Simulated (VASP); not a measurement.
# CoSi (P4/mmm) in VASP: single point with PBE

Aim: the single point of CoSi with PBE.

Program: VASP 6.6.1. These are calculated values, not measurements. Logs are shortened: lines on timing, memory, paths and dates and some standing lists are left out, and cuts for length are marked.

**1. The cell of the first run**

It takes space group P4/mmm (No. 123, tetragonal). The conventional cell has a = 2.704 Å, b = 2.704 Å, c = 2.945 Å, α = 90.00°, β = 90.00°, γ = 90.00°. Co (site symmetry 4/mmm) has 8 Si at 2.41 Å and 6 Co at 2.70 to 2.94 Å within 3.2 Å. Within 3.2 Å of Si (site symmetry 4/mmm) lie 8 Co at 2.41 Å and 6 Si at 2.70 to 2.94 Å.

**2. Single point, PBE, collinear spin, ferromagnetic start**

File INCAR:

```
ALGO     = Normal         # electronic algorithm
EDIFF    = 1E-7           # SCF threshold, eV
ENCUT    = 520            # plane-wave cutoff, eV
GGA      = PE             # functional
ISIF     = 2              # what is computed and relaxed
ISMEAR   = 0              # smearing method
ISPIN    = 2              # spin polarisation
LASPH    = True           # aspherical terms in the spheres
LCHARG   = False          # write CHGCAR
LMAXMIX  = 4              # l up to which the mixer works
LORBIT   = 11             # projections on sites
LREAL    = False          # projectors in reciprocal space
LWAVE    = False          # write WAVECAR
MAGMOM   = 3.5 0          # initial moments
NBANDS   = 18             # bands
NELM     = 150            # most SCF steps
PREC     = Accurate       # precision mode
SIGMA    = 0.1            # smearing width, eV
```

File KPOINTS:

```
k-points
0
Gamma
  16 16 14
```

File POSCAR:

```
CoSi
1.0
    2.7039949643      0.0000000000      0.0000000000
    0.0000000000      2.7039949643      0.0000000000
    0.0000000000      0.0000000000      2.9449084235
Co Si
1 1
Direct
    0.0000000000      0.0000000000      0.0000000000
    0.5000000000      0.5000000000      0.5000000000
```

Potentials or basis: VASP PAW PBE potentials, release 64 (Co, Si).

Run with:

```
> cat potpaw_PBE.64/Co/POTCAR potpaw_PBE.64/Si/POTCAR > POTCAR
> mpirun -np 1 vasp_std > vasp.out
```

OUTCAR:

```text
EDIFF = 1E-7
   ENCUT = 520
   GGA = PE
   ISIF = 2
   ISMEAR = 0
   ISPIN = 2
   LASPH = True
   LORBIT = 11
   LREAL = False
   NELM = 150
   PREC = Accurate

 ion  position               nearest neighbor table
   1  0.000  0.000  0.000-   2 2.41   2 2.41   2 2.41   2 2.41   2 2.41   2 2.41   2 2.41   2 2.41

   2  0.500  0.500  0.500-   1 2.41   1 2.41   1 2.41   1 2.41   1 2.41   1 2.41   1 2.41   1 2.41

  LATTYP: Found a simple tetragonal cell.
 ALAT       =     2.7039949643
 C/A-ratio  =     1.0890953801

  Lattice vectors:

 A1 = (   2.7039949643,   0.0000000000,   0.0000000000)
 A2 = (   0.0000000000,   2.7039949643,   0.0000000000)
 A3 = (   0.0000000000,   0.0000000000,   2.9449084235)

Analysis of symmetry for initial positions (statically):
=====================================================================
 Subroutine PRICEL returns:
 Original cell was already a primitive cell.

 Routine SETGRP: Setting up the symmetry group for a
 simple tetragonal supercell.

 Subroutine GETGRP returns: Found 16 space group operations
 (whereof 16 operations were pure point group operations)
 out of a pool of 16 trial point group operations.

The static configuration has the point symmetry D_4h.

Analysis of symmetry for dynamics (positions and initial velocities):
=====================================================================
 Subroutine PRICEL returns:
 Original cell was already a primitive cell.

 Routine SETGRP: Setting up the symmetry group for a
 simple tetragonal supercell.

 Subroutine GETGRP returns: Found 16 space group operations
 (whereof 16 operations were pure point group operations)
 out of a pool of 16 trial point group operations.

The dynamic configuration has the point symmetry D_4h.

Analysis of structural, dynamic, and magnetic symmetry:
=====================================================================
 Subroutine PRICEL returns:
 Original cell was already a primitive cell.

 Routine SETGRP: Setting up the symmetry group for a
 simple tetragonal supercell.

 Subroutine GETGRP returns: Found 16 space group operations
 (whereof 16 operations were pure point group operations)
 out of a pool of 16 trial point group operations.

The overall configuration has the point symmetry D_4h.

 Subroutine INISYM returns: Found 16 space group operations
 (whereof 16 operations are pure point group operations),
 and found     1 'primitive' translations

----------------------------------------------------------------------------------------

                                     Primitive cell

[... 108 lines left out ...]
   IMIX   =      4    mixing-type and parameters
     AMIX     =   0.40;   BMIX     =  1.00
     AMIX_MAG =   1.60;   BMIX_MAG =  1.00
  volume/ion in A,a.u.               =      10.77        72.65
  Fermi-wavevector in a.u.,A,eV,Ry     =   1.383656  2.614731 26.048403  1.914504
  Thomas-Fermi vector in A             =   2.508233
   LORBIT       =     11    0 simple, 1 ext, 2 COOP (PROOUT), +10 PAW based schemes
   GGA     = PE    functional components
   LHFCALC =     F    Hartree Fock is set to
   AEXX    =    0.0000 exact exchange contribution
   IVDW    =     0    specifies the selected vdW correction
   LEPSILON=     F    determine dielectric tensor
   LRPA    =     F    only Hartree local field effects (RPA)
 spin polarized calculation
 Gauss-broadening in eV      SIGMA  =   0.10
  energy-cutoff  :      520.00
  volume of cell :       21.53
 maximum number of plane-waves:       596
   NGX = 11   NGY = 11   NGZ = 11

 number of electron      13.0000001 magnetization       0.4761242

 Free energy of the ion-electron system (eV)
  ---------------------------------------------------
  ext. energy  EPLUGINS =         0.00000000
  ---------------------------------------------------
  free energy    TOTEN  =       -13.29376163 eV

  energy without entropy =      -13.28930088  energy(sigma->0) =      -13.29153126

 E-fermi :  12.7789     XC(G=0): -12.9379

 val. band max:       12.7718740122   @ k =   0.4375   0.3750   0.2857
 cond. band min:      12.7849713512   @ k =   0.1875   0.0625   0.2857
 fundamental gap:      0.0130973391
 Fermi energy:        12.7788639768

 spin component 1

 k-point     1 :       0.0000    0.0000    0.0000
  band No.  band energies     occupation
      1      -1.4333      1.00000
      2       8.7193      1.00000
      3       8.7229      1.00000
      4      11.2292      1.00000
      5      11.2292      1.00000
      6      11.5013      1.00000
[... 493 lines left out ...]
     17      35.9681      0.00000
     18      39.2140      0.00000

 [... further k-points ...]

 spin component 2

 k-point     1 :       0.0000    0.0000    0.0000
  band No.  band energies     occupation
      1      -1.4316      1.00000
      2       9.1338      1.00000
      3       9.3788      1.00000
      4      11.5671      1.00000
      5      11.5671      1.00000
      6      11.7864      1.00000
[... 493 lines left out ...]
     17      36.0044      0.00000
     18      39.2900      0.00000

 [... further k-points ...]
[... 5 lines left out ...]
  --------------------------------------------------------------------------------------
  -------------------------------------------------------------------------------------
  Total       -0.0115569     -0.0115569     -0.0098889      0.0000000     -0.0000000      0.0000000
  in kB       -0.8599369     -0.8599369     -0.7358263      0.0000000     -0.0000000      0.0000000
  external PRESSURE =      -0.8185667 kB  Pullay stress =       0.0000000 kB

 VOLUME and BASIS-vectors are now :
 -----------------------------------------------------------------------------
  energy-cutoff  :      520.00
  volume of cell :       21.53
      direct lattice vectors                 reciprocal lattice vectors
     2.703994964  0.000000000  0.000000000     0.369823174  0.000000000  0.000000000
     0.000000000  2.703994964  0.000000000     0.000000000  0.369823174  0.000000000
     0.000000000  0.000000000  2.944908423     0.000000000  0.000000000  0.339569133

 POSITION                                       TOTAL-FORCE (eV/Angst)
 -----------------------------------------------------------------------------------
      0.00000      0.00000      0.00000         0.000000      0.000000      0.000000
      1.35200      1.35200      1.47245         0.000000      0.000000      0.000000
 -----------------------------------------------------------------------------------
    total drift:                               -0.000000      0.000000     -0.000000

  FREE ENERGIE OF THE ION-ELECTRON SYSTEM (eV)
  ---------------------------------------------------
  free  energy   TOTEN  =       -13.2937616318 eV

  energy  without entropy=      -13.2893008819  energy(sigma->0) =      -13.29153126

 total charge

# of ion       s       p       d       tot
------------------------------------------
    1        0.442   0.587   7.577   8.606
    2        0.707   0.866   0.000   1.573
--------------------------------------------------
tot          1.149   1.453   7.577  10.179

 magnetization (x)

# of ion       s       p       d       tot
------------------------------------------
    1        0.003  -0.001   0.484   0.485
    2        0.000   0.007   0.000   0.008
--------------------------------------------------
tot          0.003   0.006   0.484   0.493
```

OSZICAR:

```text
N       E                     dE             d eps       ncg     rms          rms(c)
DAV:   1     0.474941160997E+02    0.47494E+02   -0.51376E+03 26610   0.766E+02
DAV:   2    -0.113199531861E+02   -0.58814E+02   -0.51479E+02 28938   0.166E+02
DAV:   3    -0.139822397489E+02   -0.26623E+01   -0.25963E+01 30680   0.368E+01
DAV:   4    -0.140144419296E+02   -0.32202E-01   -0.32164E-01 30652   0.362E+00
DAV:   5    -0.140151874485E+02   -0.74552E-03   -0.74543E-03 31594   0.561E-01    0.180E+01
DAV:   6    -0.182268946217E+02   -0.42117E+01   -0.39442E+01 28946   0.779E+01    0.191E+01
DAV:   7    -0.133111987705E+02    0.49157E+01   -0.22305E+01 29810   0.532E+01    0.259E+00
DAV:   8    -0.133106050905E+02    0.59368E-03   -0.24132E-01 31142   0.341E+00    0.151E+00
DAV:   9    -0.132956907957E+02    0.14914E-01   -0.27862E-02 32002   0.151E+00    0.846E-01
DAV:  10    -0.132937346590E+02    0.19561E-02   -0.11918E-03 32810   0.333E-01    0.230E-01
DAV:  11    -0.132937978136E+02   -0.63155E-04   -0.57209E-04 35520   0.213E-01    0.121E-01
DAV:  12    -0.132937760648E+02    0.21749E-04   -0.14049E-04 33508   0.109E-01    0.624E-02
DAV:  13    -0.132937612225E+02    0.14842E-04   -0.39732E-06 32118   0.172E-02    0.282E-02
DAV:  14    -0.132937620472E+02   -0.82469E-06   -0.52060E-06 32074   0.214E-02    0.667E-03
DAV:  15    -0.132937616735E+02    0.37370E-06   -0.68844E-07 31764   0.773E-03    0.151E-03
DAV:  16    -0.132937616318E+02    0.41764E-07   -0.47342E-08 15274   0.205E-03
   1 F= -.13293762E+02 E0= -.13291531E+02  d E =-.446075E-02  mag=     0.4762
```

Wall time 4.3 min (1 thread of Oxide Virtual Turin-like, shared host); peak memory 0.27 GiB.

What came out:

```
Free energy                                           : -13.2938 eV
Pressure                                              : -0.1 GPa
Net moment                                            : 0.48 μB per cell
Site moments                                          : Co +0.48; Si +0.01 μB
Valence electrons inside the program's atomic spheres : Co 8.61; Si 1.57
```

Levels at points of the mesh, in eV from the Fermi level:
Spin up:
```csv
k point,band 5,band 6,band 7,band 8,band 9,band 10
"(0.00, 0.00, 0.00)",-1.55,-1.28,1.17,4.05,4.05,6.98
"(0.50, 0.00, 0.00)",-2.45,-1.36,-0.44,6.51,7.14,7.78
"(0.50, 0.50, 0.00)",-2.59,-2.59,-0.90,1.59,2.34,6.96
"(0.00, 0.00, 0.50)",-2.48,-1.19,-1.04,6.69,8.33,8.33
"(0.50, 0.00, 0.50)",-2.16,-2.04,-1.03,1.27,1.53,8.85
"(0.50, 0.50, 0.50)",-0.96,-0.88,1.17,1.50,1.50,3.14
```
Spin down:
```tsv
k point	band 3	band 4	band 5	band 6	band 7	band 8	band 9	band 10
(0.00, 0.00, 0.00)	-3.40	-1.21	-1.21	-0.99	1.16	4.06	4.06	7.21
(0.50, 0.00, 0.00)	-3.01	-2.64	-2.21	-1.02	0.38	6.50	7.23	7.78
(0.50, 0.50, 0.00)	-4.89	-3.60	-2.30	-2.30	0.07	1.81	2.72	6.94
(0.00, 0.00, 0.50)	-2.77	-2.20	-2.20	-0.90	-0.43	6.69	8.41	8.41
(0.50, 0.00, 0.50)	-5.02	-3.77	-1.91	-1.72	-0.34	1.57	2.04	8.86
(0.50, 0.50, 0.50)	-5.66	-1.59	-0.30	0.09	1.17	1.51	1.51	3.38
```
